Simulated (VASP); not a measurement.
Set up this calculation in VASP 6.6.1, as the native input.

| Property | Result |
| --- | --- |
| Task | single point |
| Functional | PBEsol |
| Potentials or basis | VASP PAW PBE potentials, release 64 (Ba_sv, Ti_sv, O_h) |
| Cutoff | 910 eV |
| k mesh | 7 × 7 × 7 |
| Occupations | fermi-dirac, width 0.05 eV |
| Spin | no spin polarisation |
| Hubbard terms | Ti d U = 5.0 eV |
| Dipole correction | no |
| Second run | hard_potentials |
| Further INCAR settings | ALGO = Normal; EDIFF = 1e-06; NBANDS = 28 |

The structure of BaTiO3 lies in POSCAR:

```
BaTiO3
1.0
    4.0060000000      0.0000000000      0.0000000000
    0.0000000000      4.0060000000      0.0000000000
    0.0000000000      0.0000000000      4.0060000000
Ba Ti O
1 1 3
Direct
    0.5000000000      0.5000000000      0.5000000000
    0.0000000000      0.0000000000      0.0000000000
    0.0000000000      0.0000000000      0.5000000000
    0.0000000000      0.5000000000      0.0000000000
    0.5000000000      0.0000000000      0.0000000000
```

The input as run:

INCAR

```
PREC = Accurate ; ENCUT = 910
EDIFF = 1E-6 ; ISMEAR = -1
SIGMA = 0.05 ; LREAL = F
LASPH = T ; NELM = 200
ALGO = Normal ; ISIF = 2
LWAVE = F ; LCHARG = F
LMAXMIX = 4 ; LDAU = T
LDAUTYPE = 2 ; LDAUL = -1 2 -1
LDAUU = 0 5 0 ; LDAUJ = 0 0 0
LDAUPRINT = 1 ; GGA = PS
NBANDS = 28 ; GGA_COMPAT = F
```

KPOINTS

```
Automatic mesh
0
Gamma
  7 7 7
```

Potentials or basis: VASP PAW PBE potentials, release 64 (Ba_sv, Ti_sv, O_h).

The run is started by

```bash
$ cat potpaw_PBE.64/Ba_sv/POTCAR potpaw_PBE.64/Ti_sv/POTCAR potpaw_PBE.64/O_h/POTCAR > POTCAR
$ mpirun -np 1 vasp_std > vasp.out
```

Results of the run:

The pressure is 0.9 GPa and the band gap on the k mesh is 2.35 eV, indirect (least direct gap 2.49 eV).

Caveat: the cutoff is under 1.25 times the usual one of these potentials, so pressure, stress and relaxed cells hold a basis-set (Pulay) error; the PAW data sets were made with another functional, which shifts forces and pressure a little; spin-orbit coupling is left out, which moves the levels of the heavy elements.

Wall time 79 s on 1 thread of Intel(R) Xeon(R) Platinum 8488C (Sapphire Rapids) (shared host), peak memory 0.29 GiB.
